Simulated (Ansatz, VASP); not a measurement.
# Two plane-wave programs on GaSb

The input POSCAR:

```
GaSb
1.0
    3.9814330291      0.0000000000      0.0000000000
   -1.9907165145      3.4480221467      0.0000000000
    0.0000000000      0.0000000000      6.9476506707
Ga Sb
2 2
Direct
    0.0000000000      0.0000000000      0.0000000000
    0.0000000000      0.0000000000      0.5000000000
    0.3333333333      0.6666666667      0.2500000000
    0.6666666667      0.3333333333      0.7500000000
```

File INCAR.step1:

```
SYSTEM = GaSb
PREC = Accurate ; ENCUT = 520
ISMEAR = -1 ; SIGMA = 0.02
LREAL = .False. ; LASPH = .True.
NELM = 60 ; NBANDS = 26
GGA = PE ; ALGO = Normal
EDIFF = 1E-4 ; LWAVE = .True.
LCHARG = .False.
```

File INCAR.step2:

```
SYSTEM = GaSb
PREC = Accurate ; ENCUT = 520
EDIFF = 1E-6 ; ISMEAR = -1
SIGMA = 0.02 ; LREAL = .False.
LASPH = .True. ; NELM = 60
ALGO = Normal ; ISIF = 2
LWAVE = .False. ; LCHARG = .False.
METAGGA = R2SCAN ; LMIXTAU = .True.
NBANDS = 26 ; ISTART = 1
```

File KPOINTS:

```
regular mesh
0
Gamma
  12 12 4
  0 0 0
```

Input for Ansatz:

```yaml
crystal:
  lattice:
    - [3.9814330291, 0.0, 0.0]
    - [-1.9907165145, 3.4480221467, 0.0]
    - [0.0, 0.0, 6.9476506707]
  atoms:
    - { symbol: Ga, position: [0.0, 0.0, 0.0] }
    - { symbol: Ga, position: [0.0, 0.0, 0.5] }
    - { symbol: Sb, position: [0.3333333333, 0.6666666667, 0.25] }
    - { symbol: Sb, position: [0.6666666667, 0.3333333333, 0.75] }
kpoints:
  mp_grid: { grid: [12, 12, 4] }
  band_path:
    path:
      - [0.0, 0.0, 0.0]
      - [0.5, 0.0, 0.0]
      - [0.3333333333, 0.3333333333, 0.0]
      - [0.0, 0.0, 0.5]
      - [0.5, 0.0, 0.5]
      - [0.3333333333, 0.3333333333, 0.5]
      - [0.15, 0.0, 0.0]
    npoints: 1
hamiltonian:
  xc: r2scan
scf:
  occupations: { method: fermi_dirac, width: 0.02 }
  n_extra_bands: 5
output:
  forces: true
  stress: true
  eigenvalues: true
```

Alike in both runs: task single point; functional r2SCAN; k mesh 12 × 12 × 4; occupations fermi-dirac, width 0.02 eV; no spin polarisation.

|  | VASP | Ansatz |
| --- | --- | --- |
| version | VASP 6.6.1 | Ansatz 0.2.0 |
| potentials or method | VASP PAW PBE potentials, release 64 (Ga_d, Sb) | plane waves, PAW |
| plane-wave cutoff (eV) | 520 | 500 |
| valence electrons in the cell | 36 | 56 |

```tsv
	VASP	Ansatz	Ansatz less VASP
pressure (GPa)	0.1	0.0	-0.06
traceless stress, the component that is largest in VASP (GPa)	-0.06	-0.07	-0.013
```

VASP's potentials were made for PBE, not for r2SCAN. VASP's potentials hold 36 valence electrons a cell and Ansatz's 56, so a difference there can come from the potentials and not from the codes.

Spin-orbit coupling is off throughout.
